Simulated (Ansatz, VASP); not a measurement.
BiAs2 in VASP and in Ansatz

INCAR

```
  ALGO = Normal
  EDIFF = 1E-7
  ENCUT = 520
  GGA = PE
  ISIF = 2
  ISMEAR = 0
  LASPH = T
  LCHARG = T
  LELF = T
  LREAL = F
  LVHAR = T
  LWAVE = F
  NBANDS = 20
  NELM = 100
  PREC = Accurate
  SIGMA = 0.1
```

File KPOINTS:

```
k-points
0
Gamma
  6 6 4
```

Contents of POSCAR:

```
BiAs2
1.0
    4.2989547000      0.0000000000      0.0000000000
   -2.1494773500      3.7230039800      0.0000000000
    0.0000000000      0.0000000000      4.6267837300
Bi As
1 2
Direct
    0.0000000000      0.0000000000      0.0000000000
    0.3333333300      0.6666666700      0.5000000000
    0.6666666700      0.3333333300      0.5000000000
```

Input for Ansatz:

```yaml
crystal:
  lattice:
    - [4.2989547, 0.0, 0.0]
    - [-2.14947735, 3.72300398, 0.0]
    - [0.0, 0.0, 4.62678373]
  atoms:
    - { symbol: Bi, position: [0.0, 0.0, 0.0] }
    - { symbol: As, position: [0.33333333, 0.66666667, 0.5] }
    - { symbol: As, position: [0.66666667, 0.33333333, 0.5] }
basis:
  ecutwfc: 420
kpoints:
  mp_grid: { grid: [6, 6, 4] }
hamiltonian:
  xc: pbe
scf:
  occupations: { method: gaussian, width: 0.1 }
  lower_state_search: "off"
output:
  forces: true
  stress: true
  eigenvalues: true
```

Change from the starting cell: species swapped into the HoSi2 type (P6/mmm, No. 191).

Alike in both runs: task single point; functional PBE; k mesh 6 × 6 × 4; occupations gaussian, width 0.1 eV; no spin polarisation.

|  | VASP | Ansatz |
| --- | --- | --- |
| version | VASP 6.6.1 | Ansatz 0.2.0 |
| potentials or method | VASP PAW PBE potentials, release 64 (Bi_d, As), cutoff 520 eV | scalar-relativistic, plane waves, PAW |
| valence electrons in the cell | 25 | 45 |

Ansatz gave:

* gap on the k mesh at the Fermi level (eV): none
* pressure (GPa): 4.3
* traceless stress, the component that is largest in VASP (GPa): -7.77

Which values does VASP return?

gap on the k mesh at the Fermi level (eV): none; pressure (GPa): 4.4; traceless stress, the component that is largest in VASP (GPa): -7.91.

A gap of «none» marks a metal or a gap that the smearing closes. VASP's potentials hold 25 valence electrons a cell and Ansatz's 45, so a difference there can come from the potentials and not from the codes.

Spin-orbit coupling is off throughout.
